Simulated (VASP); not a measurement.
# W (Im-3m) in VASP: a series of runs, part 2 of 2

VASP 6.6.1. The steps go on from the part before.

**4. Single point, PBE**

This run uses another cell than the first one, of 16.35 Å³/atom, 1.013 times its volume.

File INCAR:

```
SYSTEM = W
PREC = Accurate
ENCUT = 520
EDIFF = 1E-7
ISMEAR = 1
SIGMA = 0.0779
LREAL = .FALSE.
LASPH = .TRUE.
NELM = 100
ALGO = Normal
ISIF = 2
LWAVE = .FALSE.
LCHARG = .TRUE.
GGA = PE
LELF = .TRUE.
LVHAR = .TRUE.
NBANDS = 21
```

File KPOINTS:

```
regular mesh
0
G
  7 14 14
  0 0 0
```

File POSCAR:

```
W
1.0
   -3.1976547800      3.1976547800      3.1976547800
    1.5988273900     -1.5988273900      1.5988273900
    1.5988273900      1.5988273900     -1.5988273900
W
2
Direct
    0.0000000000      0.0000000000      0.0000000000
    0.5000000000      0.0000000000      0.0000000000
```

Potentials or basis: VASP PAW PBE potentials, release 64 (W_sv).

Command:

```
cat potpaw_PBE.64/W_sv/POTCAR > POTCAR
mpirun -np 1 vasp_std > vasp.out
```

OUTCAR:

```text
SYSTEM = W
   PREC = Accurate
   ENCUT = 520
   EDIFF = 1E-7
   ISMEAR = 1
   LREAL = .FALSE.
   LASPH = .TRUE.
   NELM = 100
   ISIF = 2
   GGA = PE

 ion  position               nearest neighbor table
   1  0.000  0.000  0.000-   2 2.77   2 2.77   2 2.77   2 2.77   2 3.20   2 3.20   2 3.20   2 3.20

   2  0.500  0.000  0.000-   1 2.77   1 2.77   1 2.77   1 2.77   1 3.20   1 3.20   1 3.20   1 3.20

  LATTYP: Found a base centered orthorhombic cell.
 ALAT       =     3.1976547800
 B/A-ratio  =     1.4142135624
 C/A-ratio  =     1.4142135624

  Lattice vectors:

 A1 = (   1.5988273900,  -1.5988273900,   1.5988273900)
 A2 = (   1.5988273900,   1.5988273900,  -1.5988273900)
 A3 = (   0.0000000000,   3.1976547800,   3.1976547800)

Analysis of symmetry for initial positions (statically):
=====================================================================
 Subroutine PRICEL returns following result:

  LATTYP: Found a body centered cubic cell.
 ALAT       =     3.1976547800

  Lattice vectors:

 A1 = (  -1.5988273900,   1.5988273900,   1.5988273900)
 A2 = (   1.5988273900,  -1.5988273900,   1.5988273900)
 A3 = (   1.5988273900,   1.5988273900,  -1.5988273900)

   2 primitive cells build up your supercell.

 Routine SETGRP: Setting up the symmetry group for a
 base centered orthorhombic supercell.

 Subroutine GETGRP returns: Found  8 space group operations
 (whereof  8 operations were pure point group operations)
 out of a pool of  8 trial point group operations.

The static configuration has the point symmetry D_2h.

Analysis of symmetry for dynamics (positions and initial velocities):
=====================================================================
 Subroutine PRICEL returns following result:

  LATTYP: Found a body centered cubic cell.
 ALAT       =     3.1976547800

[... 126 lines left out ...]
   EMIN   =  10.00;   EMAX   =-10.00  energy-range for DOS
   EFERMI =   0.00;   METHOD = LEGACY
   ISMEAR =     1;   SIGMA  =   0.08  broadening in eV -4-tet -1-fermi 0-gaus
   EFERMI_NEDOS =   21; number of points for ismear=-14 and -15
   IALGO  =     38    algorithm
   IMIX   =      4    mixing-type and parameters
     AMIX     =   0.40;   BMIX     =  1.00
     AMIX_MAG =   1.60;   BMIX_MAG =  1.00
  volume/ion in A,a.u.               =      16.35       110.32
  Fermi-wavevector in a.u.,A,eV,Ry     =   1.554638  2.937840 32.883910  2.416899
  Thomas-Fermi vector in A             =   2.658695
   LORBIT       =      0    0 simple, 1 ext, 2 COOP (PROOUT), +10 PAW based schemes
   GGA     = PE    functional components
   LHFCALC =     F    Hartree Fock is set to
   AEXX    =    0.0000 exact exchange contribution
   IVDW    =     0    specifies the selected vdW correction
   LEPSILON=     F    determine dielectric tensor
   LRPA    =     F    only Hartree local field effects (RPA)
 non-spin polarized calculation
 Methfessel and Paxton  Order N= 1 SIGMA  =   0.08
  energy-cutoff  :      520.00
  volume of cell :       32.70
 maximum number of plane-waves:       902
 NGX is ok and might be reduce to    42
   NGX = 21   NGY = 11   NGZ = 11

 number of electron      28.0000000 magnetization

 Free energy of the ion-electron system (eV)
  ---------------------------------------------------
  ext. energy  EPLUGINS =         0.00000000
  ---------------------------------------------------
  free energy    TOTEN  =       -25.89162792 eV

  energy without entropy =      -25.89213790  energy(sigma->0) =      -25.89179791

 E-fermi :  11.0977     XC(G=0): -13.4702

 val. band max:       11.0823036870   @ k =   0.0000   0.4286   0.3571
 cond. band min:      11.1218102206   @ k =   0.4286   0.5000   0.5000
 fundamental gap:      0.0395065336
 Fermi energy:        11.0977195865

 k-point     1 :       0.0000    0.0000    0.0000
  band No.  band energies     occupation
      1     -63.2454      2.00000
      2     -63.1287      2.00000
      3     -28.0095      2.00000
      4     -27.2288      2.00000
      5     -26.8540      2.00000
      6     -26.8485      2.00000
[... 565 lines left out ...]
     20      19.0070      0.00000
     21      20.8322      0.00000

 [... further k-points ...]

------------------------ aborting loop because EDIFF is reached ----------------------------------------

  FORCE on cell =-STRESS in cart. coord.  units (eV):
  Direction    XX          YY          ZZ          XY          YZ          ZX
  --------------------------------------------------------------------------------------
  -------------------------------------------------------------------------------------
  Total       -0.6013544     -0.6014167     -0.6014167      0.0000000     -0.0000357      0.0000000
  in kB      -29.4677064    -29.4707581    -29.4707581      0.0000000     -0.0017494      0.0000000
  external PRESSURE =     -29.4697409 kB  Pullay stress =       0.0000000 kB

 VOLUME and BASIS-vectors are now :
 -----------------------------------------------------------------------------
  energy-cutoff  :      520.00
  volume of cell :       32.70
      direct lattice vectors                 reciprocal lattice vectors
    -3.197654780  3.197654780  3.197654780     0.000000000  0.156364597  0.156364597
     1.598827390 -1.598827390  1.598827390     0.312729193  0.000000000  0.312729193
     1.598827390  1.598827390 -1.598827390     0.312729193  0.312729193  0.000000000

 POSITION                                       TOTAL-FORCE (eV/Angst)
 -----------------------------------------------------------------------------------
      0.00000      0.00000      0.00000        -0.000000     -0.000000      0.000000
     -1.59883      1.59883      1.59883         0.000000      0.000000     -0.000000
 -----------------------------------------------------------------------------------
    total drift:                               -0.000000     -0.000000      0.000000

  FREE ENERGIE OF THE ION-ELECTRON SYSTEM (eV)
  ---------------------------------------------------
  free  energy   TOTEN  =       -25.8916279160 eV

  energy  without entropy=      -25.8921378992  energy(sigma->0) =      -25.89179791
```

Run time: 2.6 min. Hardware: 1 thread of AMD EPYC 7R43 (Zen 3), shared host; peak memory 0.22 GiB.

What came out:

```
Free energy            : -25.8916 eV
Pressure               : -2.9 GPa
Band gap on the k mesh : zero (band 14 reaches 13.23 eV, above the bottom of band 15 at 10.13 eV)
```

Caveat: spin-orbit coupling is left out, which moves the levels of the heavy elements.

**5. Overview**

```tsv
task	cell	k mesh	cutoff (eV)	gap on the mesh (eV)	pressure (GPa)
single point	a = 5.515, b = 2.757, c = 2.757 Å, angles 109.5°, 2 atoms	5 × 10 × 10	520	none	0.5
relaxation of cell and atoms	relaxed from a = 5.539, b = 2.769, c = 2.769 Å, angles 109.5°, 2 atoms	5 × 10 × 10	600	none	-0.1
single point	a = 5.539, b = 2.769, c = 2.769 Å, angles 109.5°, 2 atoms	7 × 14 × 14	520	none	-2.9
```

Alike in all rows: level PBE; potentials or basis VASP PAW PBE potentials, release 64 (W_sv); no spin polarisation; smearing methfessel-paxton 0.0779 eV.

Caveats: spin-orbit coupling is left out, which moves the levels of the heavy elements.

Absolute energies hang on the potentials; compare differences alone.
